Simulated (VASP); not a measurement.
# TePb (Fm-3m) in VASP: settings compared, part 2 of 2

VASP 6.6.1. Earlier steps stand in the parts before.

## Step 6: Single point, PBE

This run uses another cell than the first one, of 33.73 Å³/atom, 0.980 times its volume.

INCAR

```
SYSTEM = TePb
PREC = Accurate
ENCUT = 520
EDIFF = 1E-6
ISMEAR = -1
SIGMA = 0.05
LREAL = .FALSE.
LASPH = .TRUE.
NELM = 80
ALGO = Normal
ISIF = 2
LWAVE = .FALSE.
LCHARG = .FALSE.
GGA = PE
NBANDS = 17
```

KPOINTS

```
regular mesh
0
G
  4 4 4
  0 0 0
```

POSCAR

```
TePb
1.0
    0.0000000000      3.2310000000      3.2310000000
    3.2310000000      0.0000000000      3.2310000000
    3.2310000000      3.2310000000      0.0000000000
Pb Te
1 1
Direct
    0.0000000000      0.0000000000      0.0000000000
    0.5000000000      0.5000000000      0.5000000000
```

Potentials or basis: VASP PAW PBE potentials, release 64 (Pb_d, Te).

Run with:

```
> cat potpaw_PBE.64/Pb_d/POTCAR potpaw_PBE.64/Te/POTCAR > POTCAR
> mpirun -np 1 vasp_std > vasp.out
```

OUTCAR:

```text
SYSTEM = TePb
   PREC = Accurate
   ENCUT = 520
   EDIFF = 1E-6
   ISMEAR = -1
   LREAL = .FALSE.
   LASPH = .TRUE.
   NELM = 80
   ISIF = 2
   GGA = PE

 ion  position               nearest neighbor table
   1  0.000  0.000  0.000-   2 3.23   2 3.23   2 3.23   2 3.23   2 3.23   2 3.23
   2  0.500  0.500  0.500-   1 3.23   1 3.23   1 3.23   1 3.23   1 3.23   1 3.23

  LATTYP: Found a face centered cubic cell.
 ALAT       =     6.4620000000

  Lattice vectors:

 A1 = (   0.0000000000,   3.2310000000,   3.2310000000)
 A2 = (   3.2310000000,   0.0000000000,   3.2310000000)
 A3 = (   3.2310000000,   3.2310000000,   0.0000000000)

Analysis of symmetry for initial positions (statically):
=====================================================================
 Subroutine PRICEL returns:
 Original cell was already a primitive cell.

 Routine SETGRP: Setting up the symmetry group for a
 face centered cubic supercell.

 Subroutine GETGRP returns: Found 48 space group operations
[... 9 lines left out ...]

[... 134 lines left out ...]
  free energy    TOTEN  =        -7.49379264 eV

  energy without entropy =       -7.49372524  energy(sigma->0) =       -7.49375894

 E-fermi :   5.9894     XC(G=0):  -9.3041

 val. band max:        5.6221100618   @ k =   0.5000   0.0000   0.0000
 cond. band min:       6.3566230054   @ k =   0.5000   0.0000   0.0000
 fundamental gap:      0.7345129437
 Fermi energy:         5.9893952299

 k-point     1 :       0.0000    0.0000    0.0000
  band No.  band energies     occupation
      1     -11.1043      2.00000
      2     -11.1043      2.00000
      3     -11.0947      2.00000
      4     -11.0947      2.00000
      5     -11.0947      2.00000
      6      -6.3970      2.00000
[... 137 lines left out ...]
      4     -11.0872      2.00000
      5     -11.0687      2.00000
      6      -4.5551      2.00000
[... 9 lines left out ...]
     16      16.6640      0.00000
     17      16.7090      0.00000

------------------------ aborting loop because EDIFF is reached ----------------------------------------

  FORCE on cell =-STRESS in cart. coord.  units (eV):
  Direction    XX          YY          ZZ          XY          YZ          ZX
  --------------------------------------------------------------------------------------
  -------------------------------------------------------------------------------------
  Total        0.8754398      0.8754398      0.8754398     -0.0000000      0.0000000      0.0000000
  in kB       20.7919883     20.7919883     20.7919883     -0.0000000      0.0000000      0.0000000
  external PRESSURE =      20.7919883 kB  Pullay stress =       0.0000000 kB

 VOLUME and BASIS-vectors are now :
 -----------------------------------------------------------------------------
  energy-cutoff  :      520.00
  volume of cell :       67.46
      direct lattice vectors                 reciprocal lattice vectors
     0.000000000  3.231000000  3.231000000    -0.154750851  0.154750851  0.154750851
     3.231000000  0.000000000  3.231000000     0.154750851 -0.154750851  0.154750851
     3.231000000  3.231000000  0.000000000     0.154750851  0.154750851 -0.154750851

 POSITION                                       TOTAL-FORCE (eV/Angst)
 -----------------------------------------------------------------------------------
      0.00000      0.00000      0.00000         0.000000      0.000000     -0.000000
      3.23100      3.23100      3.23100         0.000000      0.000000      0.000000
 -----------------------------------------------------------------------------------
    total drift:                               -0.000000      0.000000      0.000000

  FREE ENERGIE OF THE ION-ELECTRON SYSTEM (eV)
  ---------------------------------------------------
  free  energy   TOTEN  =        -7.4937926359 eV

  energy  without entropy=       -7.4937252400  energy(sigma->0) =       -7.49375894
```

OSZICAR:

```text
N       E                     dE             d eps       ncg     rms          rms(c)
DAV:   1     0.144410492133E+03    0.14441E+03   -0.90628E+03   272   0.114E+03
DAV:   2     0.194509357605E+01   -0.14247E+03   -0.13565E+03   297   0.292E+02
DAV:   3    -0.736887883812E+01   -0.93140E+01   -0.92668E+01   344   0.793E+01
DAV:   4    -0.760895810195E+01   -0.24008E+00   -0.23997E+00   342   0.140E+01
DAV:   5    -0.761628687742E+01   -0.73288E-02   -0.73283E-02   414   0.218E+00    0.340E+00
DAV:   6    -0.749554800532E+01    0.12074E+00   -0.27007E-01   357   0.361E+00    0.209E+00
DAV:   7    -0.749218313892E+01    0.33649E-02   -0.90038E-02   365   0.145E+00    0.946E-01
DAV:   8    -0.749392649168E+01   -0.17434E-02   -0.10956E-02   364   0.105E+00    0.171E-01
DAV:   9    -0.749374117519E+01    0.18532E-03   -0.15120E-03   426   0.413E-01    0.788E-02
DAV:  10    -0.749378791673E+01   -0.46742E-04   -0.16511E-04   348   0.947E-02    0.196E-02
DAV:  11    -0.749379281351E+01   -0.48968E-05   -0.36849E-05   388   0.488E-02    0.161E-02
DAV:  12    -0.749379263590E+01    0.17761E-06   -0.23147E-06   323   0.987E-03
   1 F= -.74937926E+01 E0= -.74937589E+01  d E =-.673959E-04
```

Run time: 8.7 s. Hardware: 1 thread of AMD EPYC 9R14 (Zen 4), shared host; peak memory 0.17 GiB.

Results:

```
Free energy            : -7.4938 eV
Pressure               : 2.1 GPa
Band gap on the k mesh : 0.73 eV, direct
```

Levels at points of the mesh, in eV from the valence-band top:
| k point | band 7 | band 8 | band 9 | band 10 | band 11 | band 12 | band 13 | band 14 |
| --- | --- | --- | --- | --- | --- | --- | --- | --- |
| (0.00, 0.00, 0.00) | -5.60 | -1.35 | -1.35 | -1.35 | 4.08 | 4.08 | 4.08 | 5.80 |
| (0.50, 0.00, 0.00) | -8.59 | -0.89 | -0.89 | 0.00 | 0.73 | 1.27 | 1.27 | 8.39 |
| (0.50, 0.50, 0.00) | -7.30 | -4.50 | -2.80 | -2.80 | 3.29 | 5.48 | 5.48 | 6.71 |

Caveat: the k points lie up to 0.42 Å⁻¹ apart; spin-orbit coupling is left out, which moves the levels of the heavy elements.

## Step 7: Overview

```csv
level,cell,k mesh,pressure (GPa)
RPBE+D3(BJ),"a = 4.600 Å, angles 60.0°, 2 atoms",7 × 7 × 7,-10.8
revPBE+D4,"a = 4.569 Å, angles 60.0°, 2 atoms",7 × 7 × 7,0.1
revPBE+D4,"a = 4.600 Å, angles 60.0°, 2 atoms",7 × 7 × 7,-0.6
PBE exchange alone,"a = 4.569 Å, angles 60.0°, 2 atoms",7 × 7 × 7,10.2
PBE,"a = 4.569 Å, angles 60.0°, 2 atoms",4 × 4 × 4,2.1
```

Alike in all rows: task single point; potentials or basis VASP PAW PBE potentials, release 64 (Pb_d, Te); no spin polarisation; cutoff (eV) 520; smearing fermi-dirac 0.05 eV.

Caveats: some runs use coarse meshes; spin-orbit coupling is left out, which moves the levels of the heavy elements; the PAW data sets were made with another functional, which shifts forces and pressure a little (some runs).

Total energies depend on the potentials used, so only differences within one code and one set of settings carry meaning.
